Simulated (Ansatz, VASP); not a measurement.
# HgTe in VASP and in Ansatz

```
Hg Te
1.0
     0.00000    3.18000    3.18000
     3.18000    0.00000    3.18000
     3.18000    3.18000    0.00000
Hg Te
1 1
Direct
  0.00000 0.00000 0.00000
  0.50000 0.50000 0.50000
```

Alike in both runs: task relaxation of cell and atoms; functional revPBE; dispersion D4; k mesh 7 × 7 × 7; occupations fermi-dirac, width 0.05 eV; no spin polarisation.

```csv
,VASP,Ansatz
version,VASP 6.6.1,Ansatz 0.2.0
potentials or method,"VASP PAW PBE potentials, release 64 (Hg, Te)",Ansatz PAW
plane-wave cutoff (eV),600,420
valence electrons in the cell,18,36
```

```csv
,VASP,Ansatz,Ansatz less VASP
"gap on the k mesh at the Fermi level, each at its own relaxed structure (eV)",none,none,-
relaxed volume (Å³/atom),27.36,27.28,-0.076
relaxed cell length with the largest relative difference (Å),4.261,4.257,-0.0039
```

VASP's potentials were made for PBE, not for revPBE. A gap of «none» marks a metal or a gap that the smearing closes. VASP's potentials hold 18 valence electrons a cell and Ansatz's 36, so a difference there can come from the potentials and not from the codes.

Neither program's run includes spin-orbit coupling. Noted on Ansatz's run: the volume moved by over 15 % at a fixed basis, so the end points are rough; the plane-wave basis is chosen anew once the cell has moved, so the energies of steps on either side of that aren't comparable.
